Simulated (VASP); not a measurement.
# C (I4_1/amd) in VASP: single point with r2SCAN

Aim: the single point of C with r2SCAN.

All numbers are computed with VASP 6.6.1; they aren't measurements. Logs are shortened: lines on timing, memory, paths and dates and some standing lists are left out, and cuts for length are marked.

### 1 The cell of the first run

It takes space group I4_1/amd (No. 141, tetragonal). Conventional cell: a = 2.517 Å, b = 2.517 Å, c = 3.507 Å, α = 90.00°, β = 90.00°, γ = 90.00°. Within 2.0 Å of C (site symmetry -4m2) lie 4 C at 1.53 Å.

### 2 Single point, r2SCAN (uniaxial x strain -1.5%)

The input, POSCAR:

```
C
1.0
    0.0000000000      1.7801241411      1.7801241411
    1.7534222790      0.0000000000      1.7801241411
    1.7534222790      1.7801241411      0.0000000000
C
2
Direct
    0.0000000000      0.0000000000      0.0000000000
    0.2500000000      0.2500000000      0.2500000000
```

The input, INCAR.step1:

```
ALGO = Normal
EDIFF = 1E-5
ENCUT = 1430
GGA = PE
GGA_COMPAT = F
ISMEAR = 0
LASPH = T
LCHARG = F
LREAL = F
LWAVE = T
NBANDS = 11
NELM = 120
PREC = Accurate
SIGMA = 0.01
```

The input, INCAR.step2:

```
ALGO = Normal
EDIFF = 1E-6
ENCUT = 1430
GGA_COMPAT = F
ISIF = 2
ISMEAR = 0
ISTART = 1
LASPH = T
LCHARG = F
LMIXTAU = T
LREAL = F
LWAVE = F
METAGGA = R2SCAN
NBANDS = 11
NELM = 120
PREC = Accurate
SIGMA = 0.01
```

The input, KPOINTS:

```
k-points
0
Gamma
  12 12 12
```

Potentials or basis: VASP PAW PBE potentials, release 64 (C_h).

Command:

```
> cat potpaw_PBE.64/C_h/POTCAR > POTCAR
> cp INCAR.step1 INCAR
> mpirun -np 1 vasp_std > vasp.out
> cp INCAR.step2 INCAR
> mpirun -np 1 vasp_std > vasp.out
```

OUTCAR:

```text
EDIFF = 1E-6
   ENCUT = 1430
   ISIF = 2
   ISMEAR = 0
   ISTART = 1
   LASPH = T
   LREAL = F
   METAGGA = R2SCAN
   NELM = 120
   PREC = Accurate

 ion  position               nearest neighbor table
   1  0.000  0.000  0.000-
   2  0.250  0.250  0.250-

  LATTYP: Found a body centered tetragonal cell.
 ALAT       =     2.5174757031
 C/A-ratio  =     1.3930003590

  Lattice vectors:

 A1 = (  -1.7534222790,   0.0000000000,  -1.7801241411)
 A2 = (  -1.7534222790,   0.0000000000,   1.7801241411)
 A3 = (   1.7534222790,   1.7801241411,   0.0000000000)

Analysis of symmetry for initial positions (statically):
=====================================================================
 Subroutine PRICEL returns:
 Original cell was already a primitive cell.

 Routine SETGRP: Setting up the symmetry group for a
 body centered tetragonal supercell.

 Subroutine GETGRP returns: Found 16 space group operations
 (whereof  8 operations were pure point group operations)
 out of a pool of 16 trial point group operations.

The static configuration has the point symmetry D_2d.
 The point group associated with its full space group is D_4h.

Analysis of symmetry for dynamics (positions and initial velocities):
=====================================================================
 Subroutine PRICEL returns:
 Original cell was already a primitive cell.

 Routine SETGRP: Setting up the symmetry group for a
 body centered tetragonal supercell.

 Subroutine GETGRP returns: Found 16 space group operations
 (whereof  8 operations were pure point group operations)
 out of a pool of 16 trial point group operations.

The dynamic configuration has the point symmetry D_2d.
 The point group associated with its full space group is D_4h.

 Subroutine INISYM returns: Found 16 space group operations
 (whereof  8 operations are pure point group operations),
 and found     1 'primitive' translations

----------------------------------------------------------------------------------------

                                     Primitive cell

  volume of cell :      11.1126

  direct lattice vectors                    reciprocal lattice vectors
     0.000000000  1.780124141  1.780124141    -0.285156637  0.280879287  0.280879287
     1.753422279  0.000000000  1.780124141     0.285156637 -0.280879287  0.280879287
     1.753422279  1.780124141  0.000000000     0.285156637  0.280879287 -0.280879287

  length of vectors
     2.517475703  2.498665973  2.498665973     0.488979197  0.488979197  0.488979197

  position of ions in fractional coordinates (direct lattice)
     0.000000000  0.000000000  0.000000000
     0.250000000  0.250000000  0.250000000

  ion indices of the primitive-cell ions
   primitive index   ion index
                 1           1
                 2           2

----------------------------------------------------------------------------------------

 KPOINTS: k-points

Automatic generation of k-mesh.
 Grid dimensions read from file:
 generate k-points for:   12   12   12

 Generating k-lattice:

  Cartesian coordinates                     Fractional coordinates (reciprocal lattice)
    -0.023763053  0.023406607  0.023406607     0.083333333  0.000000000  0.000000000
     0.023763053 -0.023406607  0.023406607     0.000000000  0.083333333 -0.000000000
     0.023763053  0.023406607 -0.023406607     0.000000000 -0.000000000  0.083333333

  Length of vectors
     0.040748266  0.040748266  0.040748266

  Shift w.r.t. Gamma in fractional coordinates (k-lattice)
     0.000000000  0.000000000  0.000000000

 Subroutine IBZKPT returns following result:
 ===========================================

 Found    163 irreducible k-points:

 Following reciprocal coordinates:
            Coordinates               Weight
  0.000000  0.000000  0.000000      1.000000
  0.083333  0.000000  0.000000      8.000000
  0.166667  0.000000  0.000000      8.000000
  0.250000  0.000000  0.000000      8.000000
  0.333333  0.000000  0.000000      8.000000
  0.416667  0.000000  0.000000      8.000000
[... 16 lines left out ...]
  0.500000  0.166667  0.000000     16.000000
 -0.416667  0.166667 -0.000000     16.000000
 [... further k-points ...]
   k-points           NKPTS =    163   k-points in BZ     NKDIM =    163   number of bands    NBANDS=     11
   number of dos      NEDOS =    301   number of ions     NIONS =      2
   total plane-waves  NPLWV =  32768
   dimension x,y,z NGX =    32 NGY =   32 NGZ =   32
   dimension x,y,z NGXF=    64 NGYF=   64 NGZF=   64
   ions per type =               2
   NGX,Y,Z   is equivalent  to a cutoff of  21.13, 21.29, 21.29 a.u.
   NGXF,Y,Z  is equivalent  to a cutoff of  42.26, 42.58, 42.58 a.u.
 SYSTEM =  unknown system
   PREC   = accura    normal or accurate (medium, high low for compatibility)
   ISTART =      1    job   : 0-new  1-cont  2-samecut
   ICHARG =      0    charge: 1-file 2-atom 10-const
   ISPIN  =      1    spin polarized calculation?
   LNONCOLLINEAR =      F non collinear calculations
   LSORBIT =      F    spin-orbit coupling
   LASPH  =      T    aspherical Exc in radial PAW
   ENCUT  = 1430.0 eV 105.10 Ry   10.25 a.u.   7.76  7.70  7.70*2*pi/ulx,y,z
   NELM   =    120;   NELMIN=  2; NELMDL=  0     # of ELM steps
   EDIFF  = 0.1E-05   stopping-criterion for ELM
   LREAL  =      F    real-space projection
   EDIFFG = 0.1E-04   stopping-criterion for IOM
   NSW    =      0    number of steps for IOM
   IBRION =     -1    ionic relax: 0-MD 1-quasi-New 2-CG
   NFREE  =      0    steps in history (QN), initial steepest desc. (CG)
   ISIF   =      2    stress and relaxation
   ISYM   =      2    0-nonsym 1-usesym 2-fastsym
   POTIM  = 0.5000    time-step for ionic-motion
   TEBEG  =    0.0;   TEEND  =   0.0 temperature during run
   PSTRESS=    0.0 pullay stress
   NELECT =       8.0000    total number of electrons
   NUPDOWN=      -1.0000    fix difference up-down
   EMIN   =  10.00;   EMAX   =-10.00  energy-range for DOS
   EFERMI =   0.00;   METHOD = LEGACY
   ISMEAR =     0;   SIGMA  =   0.01  broadening in eV -4-tet -1-fermi 0-gaus
   EFERMI_NEDOS =   21; number of points for ismear=-14 and -15
   IALGO  =     38    algorithm
   IMIX   =      4    mixing-type and parameters
     AMIX     =   0.40;   BMIX     =  1.00
     AMIX_MAG =   1.60;   BMIX_MAG =  1.00
  volume/ion in A,a.u.               =       5.56        37.50
  Fermi-wavevector in a.u.,A,eV,Ry     =   1.467233  2.772669 29.290256  2.152773
  Thomas-Fermi vector in A             =   2.582875
   LORBIT       =      0    0 simple, 1 ext, 2 COOP (PROOUT), +10 PAW based schemes
   METAGGA = R2SCAN    functional components
   LHFCALC =     F    Hartree Fock is set to
   AEXX    =    0.0000 exact exchange contribution
   IVDW    =     0    specifies the selected vdW correction
   LEPSILON=     F    determine dielectric tensor
   LRPA    =     F    only Hartree local field effects (RPA)
 non-spin polarized calculation
 Gauss-broadening in eV      SIGMA  =   0.01
  energy-cutoff  :     1430.00
  volume of cell :       11.11
 maximum number of plane-waves:      1395
   NGX = 15   NGY = 15   NGZ = 15

 number of electron       8.0000000 magnetization

 Free energy of the ion-electron system (eV)
  ---------------------------------------------------
  ext. energy  EPLUGINS =         0.00000000
  ---------------------------------------------------
  free energy    TOTEN  =       -19.71408317 eV

  energy without entropy =      -19.71408317  energy(sigma->0) =      -19.71408317

 E-fermi :  11.5678     XC(G=0): -14.3831

 val. band max:       11.3926972811   @ k =   0.0000   0.0000   0.0000
 cond. band min:      15.4096388068   @ k =   0.0000   0.3333   0.3333
 fundamental gap:      4.0169415257
 Fermi energy:        11.5677963485

 k-point     1 :       0.0000    0.0000    0.0000
  band No.  band energies     occupation
      1     -11.7210      2.00000
      2      11.1542      2.00000
      3      11.1542      2.00000
      4      11.3927      2.00000
      5      17.0376      0.00000
      6      17.2415      0.00000
      7      17.2415      0.00000
      8      25.5802      0.00000
      9      31.9224      0.00000
     10      38.4056      0.00000
     11      39.1871      0.00000

 k-point     2 :       0.0833    0.0000    0.0000
  band No.  band energies     occupation
      1     -11.5174      2.00000
      2       9.8948      2.00000
      3      10.7999      2.00000
      4      10.9754      2.00000
      5      17.5371      0.00000
      6      17.6972      0.00000
      7      17.9932      0.00000
      8      25.7680      0.00000
      9      32.2698      0.00000
     10      36.4484      0.00000
     11      37.0018      0.00000

 k-point     3 :       0.1667    0.0000    0.0000
  band No.  band energies     occupation
      1     -10.9091      2.00000
      2       7.1786      2.00000
      3      10.0298      2.00000
      4      10.2229      2.00000
      5      18.5389      0.00000
      6      18.6767      0.00000
      7      19.1876      0.00000
      8      26.3057      0.00000
      9      32.9892      0.00000
     10      34.8722      0.00000
     11      35.2854      0.00000
[... 267 lines left out ...]
 k-point    23 :       0.5000    0.1667    0.0000
  band No.  band energies     occupation
      1      -5.6742      2.00000
      2      -1.5925      2.00000
      3       5.7700      2.00000
      4       7.0391      2.00000
      5      18.8912      0.00000
      6      22.6196      0.00000
      7      23.3160      0.00000
      8      26.7010      0.00000
      9      32.7786      0.00000
     10      36.7704      0.00000
     11      39.3825      0.00000

 k-point    24 :      -0.4167    0.1667   -0.0000
  band No.  band energies     occupation
      1      -5.1994      2.00000
      2      -2.1653      2.00000
      3       5.2578      2.00000
      4       7.4457      2.00000
      5      19.3692      0.00000
      6      22.1316      0.00000
      7      23.2265      0.00000
      8      27.9436      0.00000
      9      32.0739      0.00000
     10      36.7516      0.00000
     11      37.6360      0.00000

 [... further k-points ...]

------------------------ aborting loop because EDIFF is reached ----------------------------------------

  FORCE on cell =-STRESS in cart. coord.  units (eV):
  Direction    XX          YY          ZZ          XY          YZ          ZX
  --------------------------------------------------------------------------------------
  -------------------------------------------------------------------------------------
  Total        1.1375866      0.0947144      0.0947144      0.0000000      0.0000000      0.0000000
  in kB      164.0128857     13.6555552     13.6555552      0.0000000      0.0000000      0.0000000
  external PRESSURE =      63.7746654 kB  Pullay stress =       0.0000000 kB

 VOLUME and BASIS-vectors are now :
 -----------------------------------------------------------------------------
  energy-cutoff  :     1430.00
  volume of cell :       11.11
      direct lattice vectors                 reciprocal lattice vectors
     0.000000000  1.780124141  1.780124141    -0.285156637  0.280879287  0.280879287
     1.753422279  0.000000000  1.780124141     0.285156637 -0.280879287  0.280879287
     1.753422279  1.780124141  0.000000000     0.285156637  0.280879287 -0.280879287

 POSITION                                       TOTAL-FORCE (eV/Angst)
 -----------------------------------------------------------------------------------
      0.00000      0.00000      0.00000         0.000000      0.000000      0.000000
      0.87671      0.89006      0.89006        -0.000000     -0.000000     -0.000000
 -----------------------------------------------------------------------------------
    total drift:                               -0.000000      0.000000      0.000000

  FREE ENERGIE OF THE ION-ELECTRON SYSTEM (eV)
  ---------------------------------------------------
  free  energy   TOTEN  =       -19.7140831748 eV

  energy  without entropy=      -19.7140831748  energy(sigma->0) =      -19.71408317
```

Run time: 96 s. Hardware: 1 thread of Intel Xeon Platinum 8488C (Sapphire Rapids), shared host; peak memory 0.22 GiB.

Results:

| Item | Value |
| --- | --- |
| Free energy | -19.7141 eV |
| Pressure | 6.4 GPa |
| Band gap on the k mesh | 4.02 eV (least direct gap 5.64 eV) |

Caveat: the cell differs from its parent crystal (uniaxial x strain -1.5%); the stress differs along the axes, from 1 to 16 GPa; the PAW data sets were made with another functional, which shifts forces and pressure a little.
